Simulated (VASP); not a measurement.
# BN (zinc blende) (F-43m) in VASP: further runs, part 2 of 2

VASP 6.6.1. The steps go on from the part before.

### Step 4. Single point, LDA (volume scaled by 0.75)

Contents of INCAR:

```
ALGO = Normal ; EDIFF = 1E-6
ENCUT = 600 ; GGA_COMPAT = F
ISIF = 2 ; ISMEAR = 0
LASPH = T ; LCHARG = F
LREAL = F ; LWAVE = F
NBANDS = 11 ; NELM = 120
PREC = Accurate ; SIGMA = 0.01
```

Contents of KPOINTS:

```
k-points
0
Gamma
  10 10 10
```

Contents of POSCAR:

```
BN
1.0
    0.0000000000      1.6423135918      1.6423135918
    1.6423135918      0.0000000000      1.6423135918
    1.6423135918      1.6423135918      0.0000000000
B N
1 1
Direct
    0.0000000000      0.0000000000      0.0000000000
    0.2500000000      0.2500000000      0.2500000000
```

Potentials or basis: VASP PAW LDA potentials, release 64 (B, N).

On the command line:

```bash
$ cat potpaw_LDA.64/B/POTCAR potpaw_LDA.64/N/POTCAR > POTCAR
$ mpirun -np 1 vasp_std > vasp.out
```

OUTCAR:

```text
EDIFF = 1E-6
   ENCUT = 600
   ISIF = 2
   ISMEAR = 0
   LASPH = T
   LREAL = F
   NELM = 120
   PREC = Accurate

 ion  position               nearest neighbor table
   1  0.000  0.000  0.000-   2 1.42   2 1.42   2 1.42   2 1.42
   2  0.250  0.250  0.250-   1 1.42   1 1.42   1 1.42   1 1.42

  LATTYP: Found a face centered cubic cell.
 ALAT       =     3.2846271836

  Lattice vectors:

 A1 = (   0.0000000000,   1.6423135918,   1.6423135918)
 A2 = (   1.6423135918,   0.0000000000,   1.6423135918)
 A3 = (   1.6423135918,   1.6423135918,   0.0000000000)

Analysis of symmetry for initial positions (statically):
=====================================================================
 Subroutine PRICEL returns:
 Original cell was already a primitive cell.

 Routine SETGRP: Setting up the symmetry group for a
 face centered cubic supercell.

 Subroutine GETGRP returns: Found 24 space group operations
 (whereof 24 operations were pure point group operations)
 out of a pool of 48 trial point group operations.

The static configuration has the point symmetry T_d .

Analysis of symmetry for dynamics (positions and initial velocities):
=====================================================================
 Subroutine PRICEL returns:
 Original cell was already a primitive cell.

 Routine SETGRP: Setting up the symmetry group for a
 face centered cubic supercell.

 Subroutine GETGRP returns: Found 24 space group operations
 (whereof 24 operations were pure point group operations)
 out of a pool of 48 trial point group operations.

The dynamic configuration has the point symmetry T_d .

 Subroutine INISYM returns: Found 24 space group operations
 (whereof 24 operations are pure point group operations),
 and found     1 'primitive' translations

----------------------------------------------------------------------------------------

                                     Primitive cell
[... 112 lines left out ...]
  volume/ion in A,a.u.               =       4.43        29.89
  Fermi-wavevector in a.u.,A,eV,Ry     =   1.582360  2.990228 34.067144  2.503864
  Thomas-Fermi vector in A             =   2.682295
   LORBIT       =      0    0 simple, 1 ext, 2 COOP (PROOUT), +10 PAW based schemes
   GGA     = CA    functional components
   LHFCALC =     F    Hartree Fock is set to
   AEXX    =    0.0000 exact exchange contribution
   IVDW    =     0    specifies the selected vdW correction
   LEPSILON=     F    determine dielectric tensor
   LRPA    =     F    only Hartree local field effects (RPA)
 non-spin polarized calculation
 Gauss-broadening in eV      SIGMA  =   0.01
  energy-cutoff  :      600.00
  volume of cell :        8.86
 maximum number of plane-waves:       307
   NGX =  9   NGY =  9   NGZ =  9

 number of electron       8.0000000 magnetization

 Free energy of the ion-electron system (eV)
  ---------------------------------------------------
  ext. energy  EPLUGINS =         0.00000000
  ---------------------------------------------------
  free energy    TOTEN  =       -18.27827377 eV

  energy without entropy =      -18.27827377  energy(sigma->0) =      -18.27827377

 E-fermi :  11.5946     XC(G=0): -14.5448

 val. band max:       11.4353856913   @ k =   0.0000   0.0000   0.0000
 cond. band min:      16.0781074837   @ k =   0.5000   0.5000   0.0000
 fundamental gap:      4.6427217924
 Fermi energy:        11.5945760096

 k-point     1 :       0.0000    0.0000    0.0000
  band No.  band energies     occupation
      1     -12.2712      2.00000
      2      11.4354      2.00000
      3      11.4354      2.00000
      4      11.4354      2.00000
      5      21.4813      0.00000
      6      21.4813      0.00000
      7      21.4813      0.00000
      8      26.9551      0.00000
      9      41.6913      0.00000
     10      43.0278      0.00000
     11      43.0278      0.00000
[... 309 lines left out ...]
 k-point    24 :       0.4000    0.3000    0.0000
  band No.  band energies     occupation
      1      -7.4270      2.00000
      2       3.4435      2.00000
      3       5.5226      2.00000
      4       5.9706      2.00000
      5      18.2464      0.00000
      6      23.6676      0.00000
      7      30.5795      0.00000
      8      30.8890      0.00000
      9      36.0084      0.00000
     10      45.0893      0.00000
     11      48.2736      0.00000

 [... further k-points ...]
[... 5 lines left out ...]
  --------------------------------------------------------------------------------------
  -------------------------------------------------------------------------------------
  Total        9.2550285      9.2550285      9.2550285     -0.0000000     -0.0000000     -0.0000000
  in kB     1673.7480579   1673.7480579   1673.7480579     -0.0000000     -0.0000000     -0.0000000
  external PRESSURE =    1673.7480579 kB  Pullay stress =       0.0000000 kB

 VOLUME and BASIS-vectors are now :
 -----------------------------------------------------------------------------
  energy-cutoff  :      600.00
  volume of cell :        8.86
      direct lattice vectors                 reciprocal lattice vectors
     0.000000000  1.642313592  1.642313592    -0.304448555  0.304448555  0.304448555
     1.642313592  0.000000000  1.642313592     0.304448555 -0.304448555  0.304448555
     1.642313592  1.642313592  0.000000000     0.304448555  0.304448555 -0.304448555

 POSITION                                       TOTAL-FORCE (eV/Angst)
 -----------------------------------------------------------------------------------
      0.00000      0.00000      0.00000        -0.000000     -0.000000     -0.000000
      0.82116      0.82116      0.82116         0.000000      0.000000      0.000000
 -----------------------------------------------------------------------------------
    total drift:                               -0.000000     -0.000000      0.000000

  FREE ENERGIE OF THE ION-ELECTRON SYSTEM (eV)
  ---------------------------------------------------
  free  energy   TOTEN  =       -18.2782737657 eV

  energy  without entropy=      -18.2782737657  energy(sigma->0) =      -18.27827377
```

OSZICAR:

```text
N       E                     dE             d eps       ncg     rms          rms(c)
DAV:   1     0.145649561905E+02    0.14565E+02   -0.56579E+03  1058   0.822E+02
DAV:   2    -0.196145259507E+02   -0.34179E+02   -0.33343E+02  1226   0.181E+02
DAV:   3    -0.200921738426E+02   -0.47765E+00   -0.47644E+00  1208   0.175E+01
DAV:   4    -0.200925718948E+02   -0.39805E-03   -0.39805E-03  1112   0.604E-01
DAV:   5    -0.200925721164E+02   -0.22161E-06   -0.22164E-06  1202   0.145E-02    0.836E+00
DAV:   6    -0.185677507763E+02    0.15248E+01   -0.31281E+00  1043   0.115E+01    0.418E+00
DAV:   7    -0.183152408450E+02    0.25251E+00   -0.30268E-01  1184   0.425E+00    0.214E+00
DAV:   8    -0.182784100438E+02    0.36831E-01   -0.55713E-02  1190   0.173E+00    0.321E-01
DAV:   9    -0.182782867637E+02    0.12328E-03   -0.76113E-04  1112   0.281E-01    0.101E-01
DAV:  10    -0.182782734747E+02    0.13289E-04   -0.26553E-05  1172   0.496E-02    0.163E-02
DAV:  11    -0.182782737657E+02   -0.29095E-06   -0.63446E-07   709   0.670E-03
   1 F= -.18278274E+02 E0= -.18278274E+02  d E =-.148322-114
```

Run time: 8.5 s. Hardware: 1 thread of Intel Xeon 8259CL, shared host; peak memory 0.12 GiB.

What came out:

```
Free energy            : -18.2783 eV
Pressure               : 167.4 GPa
Band gap on the k mesh : 4.64 eV, indirect (least direct gap 10.05 eV)
```

Levels at points of the mesh, in eV from the valence-band top:
```csv
k point,band 1,band 2,band 3,band 4,band 5,band 6,band 7,band 8,band 9
"(0.00, 0.00, 0.00)",-23.71,0.00,0.00,0.00,10.05,10.05,10.05,15.52,30.26
"(0.50, 0.00, 0.00)",-17.97,-13.63,-2.57,-2.57,12.13,12.13,14.29,17.95,27.96
"(0.50, 0.50, 0.00)",-16.16,-11.01,-6.54,-6.54,4.64,10.75,22.52,22.52,26.20
```

 A k mesh can miss the band edges.

### Step 5. Single point, LDA (volume scaled by 0.92)

Contents of INCAR:

```
SYSTEM = BN
ALGO = Normal ; EDIFF = 1E-6
ENCUT = 600 ; GGA_COMPAT = .False.
ISIF = 2 ; ISMEAR = 0
LASPH = .True. ; LCHARG = .False.
LREAL = .False. ; LWAVE = .False.
NBANDS = 11 ; NELM = 120
PREC = Accurate ; SIGMA = 0.01
```

Contents of KPOINTS:

```
k-points
0
Gamma
  10 10 10
  0 0 0
```

Contents of POSCAR:

```
BN
1.0
    0.0000000000      1.7580515623      1.7580515623
    1.7580515623      0.0000000000      1.7580515623
    1.7580515623      1.7580515623      0.0000000000
B N
1 1
Direct
    0.0000000000      0.0000000000      0.0000000000
    0.2500000000      0.2500000000      0.2500000000
```

On the command line:

```bash
$ cat potpaw_LDA.64/B/POTCAR potpaw_LDA.64/N/POTCAR > POTCAR
$ mpirun -np 1 vasp_std > vasp.out
```

Run time: 9.5 s. Hardware: 1 thread of Intel Xeon 8259CL, shared host; peak memory 0.12 GiB.

The run converged. Its results:

```
Free energy            : -19.3673 eV
Pressure               : 25.2 GPa
Band gap on the k mesh : 4.44 eV, indirect (least direct gap 9.08 eV)
```

Levels at points of the mesh, in eV from the valence-band top:
```tsv
k point	band 2	band 3	band 4	band 5	band 6	band 7
(0.00, 0.00, 0.00)	0.00	0.00	0.00	9.08	9.08	9.08
(0.50, 0.00, 0.00)	-11.50	-2.11	-2.11	11.02	11.02	11.33
(0.50, 0.50, 0.00)	-9.45	-5.35	-5.35	4.44	9.61	19.00
```

### Step 6. Overview

```tsv
cell	gap on the mesh (eV)	pressure (GPa)
a = 2.373 Å, angles 60.0°, 2 atoms	4.58	112.4
a = 2.344 Å, angles 60.0°, 2 atoms	4.62	142.5
a = 2.323 Å, angles 60.0°, 2 atoms	4.64	167.4
a = 2.486 Å, angles 60.0°, 2 atoms	4.44	25.2
```

Alike in all rows: task single point; level LDA; potentials or basis VASP PAW LDA potentials, release 64 (B, N); no spin polarisation; k mesh 10 × 10 × 10; cutoff (eV) 600; smearing gaussian 0.01 eV.

Total energies depend on the potentials used, so only differences within one code and one set of settings carry meaning.
